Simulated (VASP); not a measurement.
## Mg3Te: single point with PBE

The system is Mg3Te.

```
Mg Te
1.0
    -2.13936    2.13936    5.28249
     2.13936   -2.13936    5.28249
     2.13936    2.13936   -5.28249
Mg Te
3 1
Direct
  0.50000 0.50000 0.00000
  0.75000 0.25000 0.50000
  0.25000 0.75000 0.50000
  0.00000 0.00000 0.00000
```

```yaml
Program: VASP 6.6.1
Task: single point
Functional: PBE
Potentials_or_basis: VASP PAW PBE potentials, release 64 (Mg, Te)
Cutoff: 520 eV
k_mesh: 5 × 1 × 6
Occupations: gaussian, width 0.1 eV
Spin: no spin polarisation
```

```json
{
 "Pressure": "-1.1 GPa",
 "Largest force": "0.235 eV/Å",
 "Band gap on the k mesh": "zero (band 6 reaches 4.81 eV, above the bottom of band 7 at 3.61 eV)"
}
```

Forces in eV/Å, atoms in the order of the input:
```
Mg   0.000  0.000  0.000
Mg   0.199  0.126 -0.006
Mg  -0.199 -0.126  0.006
Te   0.000  0.000  0.000
```

Stress tensor (GPa, compression positive):
```
-2.75 -1.84  2.37
-1.84 -2.26 -1.96
 2.37 -1.96  1.63
```

Levels at points of the mesh, in eV from the Fermi level:
| k point | band 2 | band 3 | band 4 | band 5 | band 6 | band 7 | band 8 | band 9 | band 10 | band 11 |
| --- | --- | --- | --- | --- | --- | --- | --- | --- | --- | --- |
| (0.00, 0.00, 0.00) | -4.10 | -4.00 | -2.46 | -2.42 | 0.45 | 1.41 | 1.76 | 1.81 | 1.98 | 3.77 |
| (0.00, 0.00, 0.50) | -4.98 | -4.59 | -3.40 | -2.38 | -1.31 | 0.05 | 1.14 | 1.32 | 1.82 | 6.12 |

Wall time 34 s on 1 thread of Intel(R) Xeon(R) Platinum 8375C CPU @ 2.90GHz (Ice Lake) (shared host), peak memory 0.31 GiB.

Caveat: the k points lie up to 1.58 Å⁻¹ apart; spin-orbit coupling is left out, which moves the levels of the heavy elements.
